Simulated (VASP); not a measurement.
# Zr2Ge2W (P-3m1) in VASP: single point with PBE

Aim: the single point of Zr2Ge2W with PBE.

All numbers are computed with VASP 6.6.1; they aren't measurements. Logs are shortened: lines on timing, memory, paths and dates and some standing lists are left out, and cuts for length are marked.

### 1 The cell of the first run

The structure is trigonal, space group P-3m1 (No. 164). The conventional cell has a = 3.500 Å, b = 3.500 Å, c = 9.349 Å, α = 90.00°, β = 90.00°, γ = 120.00°. Within 3.7 Å of Zr (site symmetry 3m) lie 4 Ge at 2.82 to 3.38 Å and 3 W at 2.84 Å and 6 Zr at 3.50 Å. Within 3.6 Å of Ge (site symmetry 3m) lie 9 Ge at 2.46 to 3.50 Å and 4 Zr at 2.82 to 3.38 Å. Within 3.7 Å of W (site symmetry -3m) lie 6 Zr at 2.84 Å and 6 W at 3.50 Å.

The cell was generated, and may not be a known phase.

### 2 Single point, PBE

The input, INCAR:

```
PREC     = Accurate       # precision mode
ENCUT    = 620            # plane-wave cutoff, eV
EDIFF    = 1E-6           # SCF threshold, eV
ISMEAR   = 0              # smearing method
SIGMA    = 0.1            # smearing width, eV
LREAL    = False          # projectors in reciprocal space
LASPH    = True           # aspherical terms in the spheres
NELM     = 300            # most SCF steps
ALGO     = All            # electronic algorithm
ISIF     = 2              # what is computed and relaxed
LWAVE    = False          # write WAVECAR
LCHARG   = False          # write CHGCAR
GGA      = PE             # functional
NBANDS   = 41             # bands
GGA_COMPAT= False        
ISEARCH  = 1            
KPAR     = 4
```

The input, KPOINTS:

```
Automatic mesh
0
Gamma
  12 12 4
```

The input, POSCAR:

```
Zr2Ge2W
1.0
    3.5002184783      0.0000000000      0.0000000000
   -1.7501092391      3.0312781210      0.0000000000
    0.0000000000      0.0000000000      9.3487287758
Zr Ge W
2 2 1
Direct
    0.6666666667      0.3333333333      0.7860258918
    0.3333333333      0.6666666667      0.2139741082
    0.3333333333      0.6666666667      0.5753232665
    0.6666666667      0.3333333333      0.4246767335
    0.0000000000      0.0000000000      0.0000000000
```

Potentials or basis: VASP PAW PBE potentials, release 64 (Zr_sv, Ge_d, W_sv).

Command:

```console
$ cat potpaw_PBE.64/Zr_sv/POTCAR potpaw_PBE.64/Ge_d/POTCAR potpaw_PBE.64/W_sv/POTCAR > POTCAR
$ mpirun -np 4 vasp_std > vasp.out
```

OUTCAR:

```text
PREC = Accurate
   ENCUT = 620
   EDIFF = 1E-6
   ISMEAR = 0
   LREAL = False
   LASPH = True
   NELM = 300
   ISIF = 2
   GGA = PE

 ion  position               nearest neighbor table
   1  0.667  0.333  0.786-   3 2.82   3 2.82   3 2.82   5 2.84   5 2.84   5 2.84   4 3.38
   2  0.333  0.667  0.214-   4 2.82   4 2.82   4 2.82   5 2.84   5 2.84   5 2.84   3 3.38
   3  0.333  0.667  0.575-   4 2.46   4 2.46   4 2.46   1 2.82   1 2.82   1 2.82   2 3.38
   4  0.667  0.333  0.425-   3 2.46   3 2.46   3 2.46   2 2.82   2 2.82   2 2.82   1 3.38
   5  0.000  0.000  0.000-   1 2.84   2 2.84   2 2.84   1 2.84   1 2.84   2 2.84

  LATTYP: Found a hexagonal cell.
 ALAT       =     3.5002184783
 C/A-ratio  =     2.6708986407

  Lattice vectors:

 A1 = (   3.5002184783,   0.0000000000,   0.0000000000)
 A2 = (  -1.7501092391,   3.0312781210,   0.0000000000)
 A3 = (   0.0000000000,   0.0000000000,   9.3487287758)

Analysis of symmetry for initial positions (statically):
=====================================================================
 Subroutine PRICEL returns:
 Original cell was already a primitive cell.

 Routine SETGRP: Setting up the symmetry group for a
 hexagonal supercell.

 Subroutine GETGRP returns: Found 12 space group operations
 (whereof 12 operations were pure point group operations)
 out of a pool of 24 trial point group operations.

The static configuration has the point symmetry D_3d.

Analysis of symmetry for dynamics (positions and initial velocities):
=====================================================================
 Subroutine PRICEL returns:
 Original cell was already a primitive cell.

 Routine SETGRP: Setting up the symmetry group for a
 hexagonal supercell.

 Subroutine GETGRP returns: Found 12 space group operations
 (whereof 12 operations were pure point group operations)
 out of a pool of 24 trial point group operations.

The dynamic configuration has the point symmetry D_3d.

 Subroutine INISYM returns: Found 12 space group operations
 (whereof 12 operations are pure point group operations),
 and found     1 'primitive' translations

----------------------------------------------------------------------------------------

                                     Primitive cell

  volume of cell :      99.1913

  direct lattice vectors                    reciprocal lattice vectors
     3.500218478  0.000000000  0.000000000     0.285696452  0.164946923  0.000000000
    -1.750109239  3.031278121  0.000000000     0.000000000  0.329893847  0.000000000
     0.000000000  0.000000000  9.348728776     0.000000000  0.000000000  0.106966415

  length of vectors
     3.500218478  3.500218478  9.348728776     0.329893847  0.329893847  0.106966415

  position of ions in fractional coordinates (direct lattice)
     0.666666667  0.333333333  0.786025892
     0.333333333  0.666666667  0.213974108
     0.333333333  0.666666667  0.575323266
     0.666666667  0.333333333  0.424676734
     0.000000000  0.000000000  0.000000000

  ion indices of the primitive-cell ions
   primitive index   ion index
                 1           1
                 2           2
                 3           3
                 4           4
                 5           5

----------------------------------------------------------------------------------------

 KPOINTS: Automatic mesh

Automatic generation of k-mesh.
 Grid dimensions read from file:
 generate k-points for:   12   12    4

 Generating k-lattice:

  Cartesian coordinates                     Fractional coordinates (reciprocal lattice)
     0.023808038  0.013745577  0.000000000     0.083333333  0.000000000  0.000000000
     0.000000000  0.027491154  0.000000000     0.000000000  0.083333333  0.000000000
     0.000000000  0.000000000  0.026741604     0.000000000  0.000000000  0.250000000

  Length of vectors
     0.027491154  0.027491154  0.026741604

  Shift w.r.t. Gamma in fractional coordinates (k-lattice)
     0.000000000  0.000000000  0.000000000

 Subroutine IBZKPT returns following result:
 ===========================================

 Found     69 irreducible k-points:

 Following reciprocal coordinates:
            Coordinates               Weight
  0.000000  0.000000  0.000000      1.000000
  0.083333 -0.000000  0.000000      6.000000
  0.166667  0.000000  0.000000      6.000000
  0.250000 -0.000000  0.000000      6.000000
  0.333333 -0.000000  0.000000      6.000000
  0.416667  0.000000  0.000000      6.000000
[... 16 lines left out ...]
  0.166667  0.000000  0.250000      6.000000
  0.000000  0.166667  0.250000      6.000000
 [... further k-points ...]
   k-points           NKPTS =     69   k-points in BZ     NKDIM =     69   number of bands    NBANDS=     41
   number of dos      NEDOS =    301   number of ions     NIONS =      5
   total plane-waves  NPLWV =  62720
   dimension x,y,z NGX =    28 NGY =   28 NGZ =   80
   dimension x,y,z NGXF=    56 NGYF=   56 NGZF=  160
   ions per type =               2   2   1
   NGX,Y,Z   is equivalent  to a cutoff of  13.30, 13.30, 14.23 a.u.
   NGXF,Y,Z  is equivalent  to a cutoff of  26.60, 26.60, 28.45 a.u.
 SYSTEM =  unknown system
   PREC   = accura    normal or accurate (medium, high low for compatibility)
   ISTART =      0    job   : 0-new  1-cont  2-samecut
   ICHARG =      2    charge: 1-file 2-atom 10-const
   ISPIN  =      1    spin polarized calculation?
   LNONCOLLINEAR =      F non collinear calculations
   LSORBIT =      F    spin-orbit coupling
   LASPH  =      T    aspherical Exc in radial PAW
   ENCUT  =  620.0 eV  45.57 Ry    6.75 a.u.   7.11  7.11 18.98*2*pi/ulx,y,z
   NELM   =    300;   NELMIN=  2; NELMDL= -5     # of ELM steps
   EDIFF  = 0.1E-05   stopping-criterion for ELM
   LREAL  =      F    real-space projection
   EDIFFG = 0.1E-04   stopping-criterion for IOM
   NSW    =      0    number of steps for IOM
   IBRION =     -1    ionic relax: 0-MD 1-quasi-New 2-CG
   NFREE  =      0    steps in history (QN), initial steepest desc. (CG)
   ISIF   =      2    stress and relaxation
   ISYM   =      2    0-nonsym 1-usesym 2-fastsym
   POTIM  = 0.5000    time-step for ionic-motion
   TEBEG  =    0.0;   TEEND  =   0.0 temperature during run
   PSTRESS=    0.0 pullay stress
   NELECT =      66.0000    total number of electrons
   NUPDOWN=      -1.0000    fix difference up-down
   EMIN   =  10.00;   EMAX   =-10.00  energy-range for DOS
   EFERMI =   0.00;   METHOD = LEGACY
   ISMEAR =     0;   SIGMA  =   0.10  broadening in eV -4-tet -1-fermi 0-gaus
   EFERMI_NEDOS =   21; number of points for ismear=-14 and -15
   IALGO  =     58    algorithm
   IMIX   =      4    mixing-type and parameters
     AMIX     =   0.40;   BMIX     =  1.00
     AMIX_MAG =   1.60;   BMIX_MAG =  1.00
  volume/ion in A,a.u.               =      19.84       133.88
  Fermi-wavevector in a.u.,A,eV,Ry     =   1.429217  2.700829 27.792111  2.042663
  Thomas-Fermi vector in A             =   2.549195
   LORBIT       =      0    0 simple, 1 ext, 2 COOP (PROOUT), +10 PAW based schemes
   GGA     = PE    functional components
   LHFCALC =     F    Hartree Fock is set to
   AEXX    =    0.0000 exact exchange contribution
   IVDW    =     0    specifies the selected vdW correction
   LEPSILON=     F    determine dielectric tensor
   LRPA    =     F    only Hartree local field effects (RPA)
 non-spin polarized calculation
 Gauss-broadening in eV      SIGMA  =   0.10
  energy-cutoff  :      620.00
  volume of cell :       99.19
 maximum number of plane-waves:      3519
   NGX = 15   NGY = 15   NGZ = 37

 number of electron      65.9999987 magnetization

 Free energy of the ion-electron system (eV)
  ---------------------------------------------------
  ext. energy  EPLUGINS =         0.00000000
  ---------------------------------------------------
  free energy    TOTEN  =       -38.65250768 eV

  energy without entropy =      -38.64404512  energy(sigma->0) =      -38.64827640

 E-fermi :   8.3549     XC(G=0): -11.5663

 val. band max:        8.3474555102   @ k =   0.1667   0.1667   0.5000
 cond. band min:       8.3959350806   @ k =   0.0000   0.0000   0.5000
 fundamental gap:      0.0484795704
 Fermi energy:         8.3549370150

 k-point     1 :       0.0000    0.0000    0.0000
  band No.  band energies     occupation
      1     -65.0442      2.00000
      2     -40.2603      2.00000
      3     -40.2576      2.00000
      4     -29.2522      2.00000
      5     -29.2522      2.00000
      6     -29.1400      2.00000
[... 33 lines left out ...]
     40      11.2978      0.00000
     41      11.3720      0.00000

 k-point     2 :       0.0833   -0.0000    0.0000
  band No.  band energies     occupation
      1     -65.0440      2.00000
      2     -40.2580      2.00000
      3     -40.2555      2.00000
      4     -29.2593      2.00000
      5     -29.2541      2.00000
      6     -29.1396      2.00000
[... 33 lines left out ...]
     40      11.3732      0.00000
     41      11.4881      0.00000

 k-point     3 :       0.1667    0.0000    0.0000
  band No.  band energies     occupation
      1     -65.0433      2.00000
      2     -40.2517      2.00000
      3     -40.2499      2.00000
      4     -29.2788      2.00000
      5     -29.2592      2.00000
      6     -29.1385      2.00000
[... 33 lines left out ...]
     40      11.4202      0.00000
     41      11.8962      0.00000

 k-point     4 :       0.2500   -0.0000    0.0000
  band No.  band energies     occupation
      1     -65.0423      2.00000
      2     -40.2432      2.00000
      3     -40.2421      2.00000
      4     -29.3052      2.00000
      5     -29.2661      2.00000
      6     -29.1371      2.00000
[... 825 lines left out ...]
     40      11.2885      0.00000
     41      11.4177      0.00000

 k-point    23 :       0.1667    0.0000    0.2500
  band No.  band energies     occupation
      1     -65.0433      2.00000
      2     -40.2517      2.00000
      3     -40.2499      2.00000
      4     -29.2788      2.00000
      5     -29.2592      2.00000
      6     -29.1386      2.00000
[... 33 lines left out ...]
     40      11.3517      0.00000
     41      12.0264      0.00000

 k-point    24 :       0.0000    0.1667    0.2500
  band No.  band energies     occupation
      1     -65.0433      2.00000
      2     -40.2517      2.00000
      3     -40.2499      2.00000
      4     -29.2788      2.00000
      5     -29.2592      2.00000
      6     -29.1386      2.00000
[... 33 lines left out ...]
     40      11.2194      0.00000
     41      11.8317      0.00000

 [... further k-points ...]

------------------------ aborting loop because EDIFF is reached ----------------------------------------

  FORCE on cell =-STRESS in cart. coord.  units (eV):
  Direction    XX          YY          ZZ          XY          YZ          ZX
  --------------------------------------------------------------------------------------
  -------------------------------------------------------------------------------------
  Total        0.0414655      0.0414655      0.0609224      0.0000000      0.0000000     -0.0000000
  in kB        0.6697668      0.6697668      0.9840435      0.0000000      0.0000000     -0.0000000
  external PRESSURE =       0.7745257 kB  Pullay stress =       0.0000000 kB

 VOLUME and BASIS-vectors are now :
 -----------------------------------------------------------------------------
  energy-cutoff  :      620.00
  volume of cell :       99.19
      direct lattice vectors                 reciprocal lattice vectors
     3.500218478  0.000000000  0.000000000     0.285696452  0.164946923  0.000000000
    -1.750109239  3.031278121  0.000000000     0.000000000  0.329893847  0.000000000
     0.000000000  0.000000000  9.348728776     0.000000000  0.000000000  0.106966415

 POSITION                                       TOTAL-FORCE (eV/Angst)
 -----------------------------------------------------------------------------------
      1.75011      1.01043      7.34834        -0.000000      0.000000     -0.015292
     -0.00000      2.02085      2.00039        -0.000000      0.000000      0.015292
     -0.00000      2.02085      5.37854        -0.000000      0.000000     -0.012077
      1.75011      1.01043      3.97019         0.000000      0.000000      0.012077
      0.00000      0.00000      0.00000        -0.000000      0.000000     -0.000000
 -----------------------------------------------------------------------------------
    total drift:                                0.000000      0.000000      0.000000

  FREE ENERGIE OF THE ION-ELECTRON SYSTEM (eV)
  ---------------------------------------------------
  free  energy   TOTEN  =       -38.6525076843 eV

  energy  without entropy=      -38.6440470967  energy(sigma->0) =      -38.64827739
```

Run time: 6.2 min. Hardware: 4 MPI ranks of Intel Xeon Platinum 8259CL at 2.50GHz (Skylake/Cascade Lake), shared host; peak memory 0.78 GiB.

Results:

- Free energy: -38.6525 eV
- Pressure: 0.1 GPa
- Largest force: 0.015 eV/Å
- Band gap on the k mesh: zero (bands 33 and 34 overlap by 0.76 eV)

Forces in eV/Å, atoms in the order of the input:
```
Zr   0.000  0.000 -0.015
Zr   0.000  0.000  0.015
Ge   0.000  0.000 -0.012
Ge   0.000  0.000  0.012
W    0.000  0.000  0.000
```

Caveat: spin-orbit coupling is left out, which moves the levels of the heavy elements.

The gap in the log of VASP goes by the Fermi energy; the results here count the filled bands.